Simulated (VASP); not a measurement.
Write the native input for VASP 6.6.1 that does the following.

| Item | Value |
| --- | --- |
| Task | single point |
| Functional | BLYP |
| Dispersion | D3(BJ) |
| Potentials or basis | VASP PAW PBE potentials, release 64 (Pb_d, O) |
| Cutoff | 600 eV |
| k mesh | 7 × 7 × 7 |
| Occupations | fermi-dirac, width 0.15 eV |
| Spin | non-collinear spin, zero start, spin-orbit coupling |
| Starting moments | [[0.0, 0.0, 0.0], [0.0, 0.0, 0.0], [0.0, 0.0, 0.0]] μB |
| Dipole correction | no |
| Further INCAR settings | ALGO = Normal; EDIFF = 1e-06; NBANDS = 39 |

The structure of PbO2 lies in POSCAR:

```
PbO2
1.0
    0.0000000000      2.7019920000      2.7019920000
    2.7019920000      0.0000000000      2.7019920000
    2.7019920000      2.7019920000      0.0000000000
Pb O
1 2
Direct
    0.0035410000     -0.0079340000     -0.0330390000
    0.7664580000      0.7295780000      0.7910210000
    0.2257600000      0.2212960000      0.2558800000
```

This cell differs from its parent crystal: atoms moved at random.

One way to write it, as run:

INCAR

```
SYSTEM = PbO2
  PREC = Accurate
  ENCUT = 600
  EDIFF = 1E-6
  ISMEAR = -1
  SIGMA = 0.15
  LREAL = .FALSE.
  LASPH = .TRUE.
  NELM = 200
  ALGO = Normal
  ISIF = 2
  LWAVE = .FALSE.
  LCHARG = .FALSE.
  MAGMOM = 0 0 0 0 0 0 0 0 0
  LORBIT = 11
  LSORBIT = .TRUE.
  GGA_COMPAT = .FALSE.
  LORBMOM = .TRUE.
  GGA = B5
  ALDAX = 1.0
  AGGAX = 1.0
  AGGAC = 1.0
  ALDAC = 0.0
  IVDW = 12
  VDW_S6 = 1.0
  VDW_S8 = 2.6996
  VDW_A1 = 0.4298
  VDW_A2 = 4.2359
  NBANDS = 39
```

KPOINTS

```
regular mesh
0
G
  7 7 7
  0 0 0
```

Potentials or basis: VASP PAW PBE potentials, release 64 (Pb_d, O).

Run with:

```bash
$ cat potpaw_PBE.64/Pb_d/POTCAR potpaw_PBE.64/O/POTCAR > POTCAR
$ mpirun -np 1 vasp_ncl > vasp.out
```

It gave:

```json
{"Pressure": "4.7 GPa", "Largest force": "2.373 eV/Å", "Net moment": "0.00 μB per cell", "Valence electrons inside the program's atomic spheres": "Pb 11.75; O 4.96, 4.95", "Dispersion energy per atom": "-0.511 eV"}
```

Caveat: the cell differs from its parent crystal (atoms moved at random); the cell stands under pressure; the PAW data sets were made with another functional, which shifts forces and pressure a little.

Run time: 29 min on 1 thread of Oxide Virtual Turin-like Processor, on a shared host, peak memory 0.93 GiB.
